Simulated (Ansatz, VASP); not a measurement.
One calculation of AlCo, two programs

Contents of INCAR:

```
SYSTEM = AlCo
PREC     = Accurate       ! precision mode
ENCUT    = 520            ! plane-wave cutoff, eV
EDIFF    = 1E-7           ! SCF threshold, eV
ISMEAR   = 0              ! smearing method
SIGMA    = 0.15           ! smearing width, eV
LREAL    = .False.        ! projectors in reciprocal space
LASPH    = .True.         ! aspherical terms in the spheres
NELM     = 60             ! most SCF steps
ALGO     = Fast           ! electronic algorithm
ISIF     = 2              ! what is computed and relaxed
LWAVE    = .False.        ! write WAVECAR
LCHARG   = .True.         ! write CHGCAR
GGA      = PE             ! functional
LELF     = .True.         ! ELF
LVHAR    = .True.       
NBANDS   = 13             ! bands
```

KPOINTS

```
regular mesh
0
Gamma
  22 22 22
  0 0 0
```

The input POSCAR:

```
AlCo
1.0
    2.8519023960      0.0000000000      0.0000000000
    0.0000000000      2.8519023960      0.0000000000
    0.0000000000      0.0000000000      2.7093072762
Al Co
1 1
Direct
    0.0000000000      0.0000000000      0.0000000000
    0.5000000000      0.5000000000      0.5000000000
```

Input for Ansatz:

```yaml
crystal:
  lattice:
    - [2.851902396, 0.0, 0.0]
    - [0.0, 2.851902396, 0.0]
    - [0.0, 0.0, 2.7093072762]
  atoms:
    - { symbol: Al, position: [0.0, 0.0, 0.0] }
    - { symbol: Co, position: [0.5, 0.5, 0.5] }
basis:
  ecutwfc: 420
kpoints:
  mp_grid: { grid: [22, 22, 22] }
hamiltonian:
  xc: pbe
scf:
  occupations: { method: gaussian, width: 0.15 }
output:
  forces: true
  stress: true
  eigenvalues: true
```

Change from the starting cell: strain +0.000 along x and y, -0.050 along z, atoms carried along.

Alike in both runs: task single point; functional PBE; k mesh 22 × 22 × 22; occupations gaussian, width 0.15 eV; no spin polarisation.

```csv
,VASP,Ansatz
version,VASP 6.6.1,Ansatz 0.2.0
potentials or method,"VASP PAW PBE potentials, release 64 (Al, Co), cutoff 520 eV","scalar-relativistic, plane waves, PAW"
valence electrons in the cell,12,20
```

Ansatz gave:

```
gap on the k mesh at the Fermi level (eV)                     : none
pressure (GPa)                                                : 10.7
traceless stress, the component that is largest in VASP (GPa) : 7.88
```

Problem. Estimate VASP's values.

Solution. gap on the k mesh at the Fermi level (eV): none; pressure (GPa): 10.4; traceless stress, the component that is largest in VASP (GPa): 7.87.

A gap of «none» marks a metal or a gap that the smearing closes. VASP's potentials hold 12 valence electrons a cell and Ansatz's 20, so a difference there can come from the potentials and not from the codes.
